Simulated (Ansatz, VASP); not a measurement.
Ta2C: VASP beside Ansatz

```xyz
3
Lattice="3.1216 0.0000 0.0000 -1.5608 2.7034 0.0000 0.0000 0.0000 4.9616" Properties=species:S:1:pos:R:3 pbc="T T T"
Ta    0.0000    1.8023    1.2547
Ta    1.5608    0.9011    3.7069
C     0.0000    0.0000    0.0000
```

Alike in both runs: task relaxation of cell and atoms; functional LDA; k mesh 15 × 15 × 8; occupations gaussian, width 0.1 eV; no spin polarisation.

|  | VASP | Ansatz |
| --- | --- | --- |
| version | VASP 6.6.1 | Ansatz 0.2.0 |
| potentials or method | VASP PAW LDA potentials, release 64 (Ta_sv_GW, C), cutoff 600 eV | scalar-relativistic, plane waves, PAW |
| valence electrons in the cell | 30 | 30 |

Ansatz gave:

```
gap on the k mesh at the Fermi level, each at its own relaxed structure (eV) : none
relaxed volume (Å³/atom)                                                     : 13.36
relaxed cell length with the largest relative difference (Å)                 : 4.890
```

**Question.** Estimate VASP's values.

**Answer.** gap on the k mesh at the Fermi level, each at its own relaxed structure (eV): none; relaxed volume (Å³/atom): 13.40; relaxed cell length with the largest relative difference (Å): 4.895.

LDA's correlation is that of Perdew and Zunger in VASP and of Perdew and Wang (1992) in Ansatz. A gap of «none» marks a metal or a gap that the smearing closes.

Neither program's run includes spin-orbit coupling.
